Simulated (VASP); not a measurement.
A run of VASP 6.6.1:

POSCAR

```
Zr3Si2
1.0
    7.1084398562      0.0000000000      0.0000000000
    0.0000000000      7.1084398562      0.0000000000
    0.0000000000      0.0000000000      3.7051280719
Zr Si
6 4
Direct
    0.1739136669      0.6739136669      0.5000000000
    0.8260863331      0.3260863331      0.5000000000
    0.3260863331      0.1739136669      0.5000000000
    0.6739136669      0.8260863331      0.5000000000
    0.0000000000      0.0000000000      0.0040484431
    0.5000000000      0.5000000000     -0.0040484431
    0.6219463333      0.1219463333      0.0000000000
    0.3780536667      0.8780536667      0.0000000000
    0.8780536667      0.6219463333      0.0000000000
    0.1219463333      0.3780536667      0.0000000000
```

INCAR.step1

```
SYSTEM = Zr3Si2
PREC = Accurate ; ENCUT = 520
ISMEAR = 0 ; SIGMA = 0.15
LREAL = .FALSE. ; LASPH = .TRUE.
NELM = 100 ; NBANDS = 55
GGA = PE ; ALGO = Normal
EDIFF = 1E-4 ; LWAVE = .TRUE.
LCHARG = .FALSE.
```

The input INCAR.step2:

```
SYSTEM = Zr3Si2
PREC = Accurate ; ENCUT = 520
EDIFF = 1E-6 ; ISMEAR = 0
SIGMA = 0.15 ; LREAL = .FALSE.
LASPH = .TRUE. ; NELM = 100
ALGO = Normal ; ISIF = 2
LWAVE = .FALSE. ; LCHARG = .TRUE.
METAGGA = R2SCAN ; LMIXTAU = .TRUE.
LELF = .TRUE. ; LVHAR = .TRUE.
NBANDS = 55 ; ISTART = 1
```

KPOINTS

```
regular mesh
0
G
  6 6 10
  0 0 0
```

Potentials or basis: VASP PAW PBE potentials, release 64 (Zr_sv, Si).

Run with:

```bash
$ cat potpaw_PBE.64/Zr_sv/POTCAR potpaw_PBE.64/Si/POTCAR > POTCAR
$ cp INCAR.step1 INCAR
$ mpirun -np 1 vasp_std > vasp.out
$ cp INCAR.step2 INCAR
$ mpirun -np 1 vasp_std > vasp.out
```

Hardware: 1 thread of Oxide Virtual Turin-like Processor (shared host).

Q: Estimate the wall time of this run.

A: Run time: 39 min on 1 thread of Oxide Virtual Turin-like Processor, with other jobs on the host, peak memory 0.56 GiB. Counts: k points 60.
